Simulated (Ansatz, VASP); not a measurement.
# One calculation of AgCl, two programs

INCAR

```
SYSTEM = AgCl
  PREC = Accurate
  ENCUT = 520
  EDIFF = 1E-6
  ISMEAR = 0
  SIGMA = 0.05
  LREAL = .False.
  LASPH = .True.
  NELM = 100
  ALGO = Normal
  ISIF = 2
  LWAVE = .False.
  LCHARG = .False.
  GGA = PS
  NBANDS = 26
```

KPOINTS

```
Automatic mesh
0
Gamma
  10 10 6
  0 0 0
```

File POSCAR:

```
AgCl
1.0
    3.4867243335      0.0000000000      0.0000000000
    0.0000000000      3.3311591989      0.0000000000
    0.0000000000      0.0000000000      6.6623183978
Ag Cl
2 2
Direct
    0.0000000000      0.0000000000      0.0000000000
    0.0000000000      0.0000000000      0.5000000000
    0.3213834991      0.5000000000      0.2500000000
    0.6786165009      0.5000000000      0.7500000000
```

Input for Ansatz:

```yaml
crystal:
  lattice:
    - [3.4867243335, 0.0, 0.0]
    - [0.0, 3.3311591989, 0.0]
    - [0.0, 0.0, 6.6623183978]
  atoms:
    - { symbol: Ag, position: [0.0, 0.0, 0.0] }
    - { symbol: Ag, position: [0.0, 0.0, 0.5] }
    - { symbol: Cl, position: [0.3213834991, 0.5, 0.25] }
    - { symbol: Cl, position: [0.6786165009, 0.5, 0.75] }
basis:
  ecutwfc: 420
kpoints:
  mp_grid: { grid: [10, 10, 6] }
hamiltonian:
  xc: pbesol
scf:
  occupations: { method: gaussian, width: 0.05 }
output:
  forces: true
  stress: true
  eigenvalues: true
```

Change from the starting cell: mode 1 frozen in at -0.595 Å, normal strain along x +0.0467.

Alike in both runs: task single point; functional PBEsol; k mesh 10 × 10 × 6; occupations gaussian, width 0.05 eV; no spin polarisation.

```csv
,VASP,Ansatz
version,VASP 6.6.1,Ansatz 0.2.0
potentials or method,"VASP PAW PBE potentials, release 64 (Ag, Cl), cutoff 520 eV","scalar-relativistic, plane waves, PAW"
valence electrons in the cell,36,52
```

```tsv
	VASP	Ansatz	Ansatz less VASP
gap on the k mesh at the Fermi level (eV)	0.57	0.57	0.000
least direct gap on the mesh (eV)	0.62	0.62	-0.001
pressure (GPa)	2.7	2.9	+0.12
traceless stress, the component that is largest in VASP (GPa)	2.07	2.09	+0.017
rms of the force components (eV/Å)	0.072	0.074	+0.0019
```

VASP's potentials were made for PBE, not for PBEsol. Atom by atom the forces differ by 0.002 eV/Å (rms over components). With one functional, cell and mesh, what is left measures potentials, basis and numerics. VASP's potentials hold 36 valence electrons a cell and Ansatz's 52, so a difference there can come from the potentials and not from the codes.
